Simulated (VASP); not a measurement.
Zr3SN4, 8 atoms in the cell. It takes space group P-43m (No. 215, cubic). The conventional cell has a = 5.018 Å, b = 5.018 Å, c = 5.018 Å, α = 90.00°, β = 90.00°, γ = 90.00°. Zr (site symmetry -42m) has 4 N at 2.21 Å within 2.9 Å. Within 2.7 Å of S (site symmetry -43m) lie 4 N at 2.06 Å. Within 2.7 Å of N (site symmetry 3m) lie 1 S at 2.06 Å and 3 Zr at 2.21 Å. The cell was generated, and may not be a known phase.

| Property | Result |
| --- | --- |
| Program | VASP 6.6.1 |
| Task | relaxation of cell and atoms |
| Functional | PBE |
| Potentials or basis | VASP PAW PBE potentials, release 64 (Zr_sv, S, N) |
| Cutoff | 600 eV |
| k mesh | 4 × 4 × 4 |
| Occupations | gaussian, width 0.1 eV |
| Spin | no spin polarisation |
| Dipole correction | no |
| Further INCAR settings | ALGO = Normal; EDIFF = 1e-06; IBRION = 2; EDIFFG = -0.04; NSW = 90; ISIF = 3 |

Potentials or basis: VASP PAW PBE potentials, release 64 (Zr_sv, S, N).

Run with:

```console
$ cat potpaw_PBE.64/Zr_sv/POTCAR potpaw_PBE.64/S/POTCAR potpaw_PBE.64/N/POTCAR > POTCAR
$ mpirun -np 1 vasp_std > vasp.out
```

Hardware: 1 thread of AMD EPYC 7R13 Processor (Zen 3), on a shared host.

Task: How long does it take, and how much memory?

Result: It took 9.1 min on 1 thread of AMD EPYC 7R13 Processor (Zen 3), on a shared host, peak memory 0.24 GiB. Counts: scf iterations 136, k points 10, ion steps 13.
